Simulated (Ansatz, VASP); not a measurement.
# PbO in VASP and in Ansatz

The input INCAR:

```
ALGO = Normal
EDIFF = 1E-6
ENCUT = 520
GGA = PE
ISIF = 2
ISMEAR = -1
LASPH = True
LCHARG = False
LREAL = False
LWAVE = False
NBANDS = 17
NELM = 60
PREC = Accurate
SIGMA = 0.02
```

Contents of KPOINTS:

```
k-points
0
Gamma
  8 8 8
```

POSCAR

```
PbO
1.0
    0.0000000000      2.7987768028      2.7987768028
    2.7987768028      0.0000000000      2.7987768028
    2.7987768028      2.7987768028      0.0000000000
Pb O
1 1
Direct
    0.0000000000      0.0000000000      0.0000000000
    0.2500000000      0.2500000000      0.2500000000
```

Input for Ansatz:

```yaml
crystal:
  lattice:
    - [0.0, 2.7987768028, 2.7987768028]
    - [2.7987768028, 0.0, 2.7987768028]
    - [2.7987768028, 2.7987768028, 0.0]
  atoms:
    - { symbol: Pb, position: [0.0, 0.0, 0.0] }
    - { symbol: O, position: [0.25, 0.25, 0.25] }
kpoints:
  mp_grid: { grid: [8, 8, 8] }
  band_path:
    path:
      - [[0.0, 0.0, 0.0], [-0.5, -0.5, 1.034233341823e-32], [-0.375, -0.375, 0.25]]
      - [[-0.375, -5.777747401054e-18, 0.375], [0.0, 0.0, 0.0], [-1.263548814689e-16, 1.500310437391e-17, 0.5], [-0.5, -0.25, 0.25], [-0.5, -0.5, 1.034233341823e-32]]
    npoints: 10
hamiltonian:
  xc: pbe
scf:
  occupations: { method: fermi_dirac, width: 0.02 }
  n_extra_bands: 4
output:
  forces: true
  stress: true
  eigenvalues: true
```

Alike in both runs: task single point; functional PBE; k mesh 8 × 8 × 8; occupations fermi-dirac, width 0.02 eV; no spin polarisation.

|  | VASP | Ansatz |
| --- | --- | --- |
| version | VASP 6.6.1 | Ansatz 0.2.0 |
| potentials or method | VASP PAW PBE potentials, release 64 (Pb_d, O) | plane waves, PAW |
| plane-wave cutoff (eV) | 520 | 420 |
| valence electrons in the cell | 20 | 20 |

|  | VASP | Ansatz | Ansatz less VASP |
| --- | --- | --- | --- |
| pressure (GPa) | 2.4 | 2.4 | +0.01 |

Neither program's run includes spin-orbit coupling.
